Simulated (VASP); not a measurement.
Write the native input for VASP 6.6.1 that does the following.

| Property | Result |
| --- | --- |
| Task | single point |
| Functional | PBE |
| Potentials or basis | VASP PAW PBE potentials, release 64 (Al, N) |
| Cutoff | 520 eV |
| k mesh | 6 × 6 × 2 |
| Occupations | gaussian, width 0.05 eV |
| Spin | no spin polarisation |
| Dipole correction | no |
| Further INCAR settings | LREAL = Auto; ALGO = Normal; EDIFF = 1e-07; NBANDS = 62 |

The structure of Al12N11 (a cell with a defect) lies in POSCAR:

```
Al12N11
1.0
    0.0000000000     -5.7405226851      0.0000000000
    4.9714384763      2.8702613426      0.0000000000
    0.0000000000      0.0000000000      8.3737655613
Al N
12 11
Direct
    0.3873726856      0.3333333014      0.3901467000
    0.3406971449      0.3333333014      0.8622107876
    0.6958549952      0.0258434255      0.3625706951
    0.6530011829     -0.0139864951      0.8801739129
    0.0033449904      0.6408231773      0.3625706951
    0.0003209246      0.6806530979      0.8801739129
    0.6458394330      0.6413300728      0.1351089891
    0.6772855367      0.6778919253      0.6202870097
    0.9423075190      0.3333333014      0.1086492085
    0.9957409809      0.3333333014      0.6443607670
    0.3378426733      1.0253364342      0.1351089891
    0.3327270252      0.9887747829      0.6202870097
    0.3265836217      0.3333333014      0.6191583657
    0.6385893600     -0.0274658936      0.1175221581
    0.6771292668      0.0093238607      0.6296498226
   -0.0006113257      0.6941324963      0.1175221581
    0.0011386527      0.6573427421      0.6296498226
    0.6921999454      0.6896279651      0.3807203553
    0.6593880803      0.6609841429      0.8666110780
    1.1118600238      0.3333333014      0.2871601769
    1.0054108320      0.3333333014      0.8842763684
    0.3359053940      0.9770387430      0.3807203553
    0.3317373512      1.0056825653      0.8666110780
```

The input as run:

INCAR

```
SYSTEM = Al12N11
ALGO = Normal ; EDIFF = 1E-7
ENCUT = 520 ; GGA = PE
ISIF = 2 ; ISMEAR = 0
LASPH = .True. ; LCHARG = .True.
LELF = .True. ; LREAL = Auto
LVHAR = .True. ; LWAVE = .False.
NBANDS = 62 ; NELM = 100
PREC = Accurate ; SIGMA = 0.05
```

KPOINTS

```
k-points
0
Gamma
  6 6 2
  0 0 0
```

Potentials or basis: VASP PAW PBE potentials, release 64 (Al, N).

Command:

```console
$ cat potpaw_PBE.64/Al/POTCAR potpaw_PBE.64/N/POTCAR > POTCAR
$ mpirun -np 1 vasp_std > vasp.out
```

Results of the run:

```json
{
 "Pressure": "2.8 GPa",
 "Largest force": "2.499 eV/Å",
 "Band gap on the k mesh": "zero (an odd number of electrons rules out a gap without spin polarisation)"
}
```

Caveat: the k points lie up to 0.38 Å⁻¹ apart, too coarse for converged energies and pressures of a metal.

Wall time 8.4 min on 1 thread of AMD EPYC 9R45 96-Core Processor (Zen 5), on a shared host, peak memory 0.46 GiB.
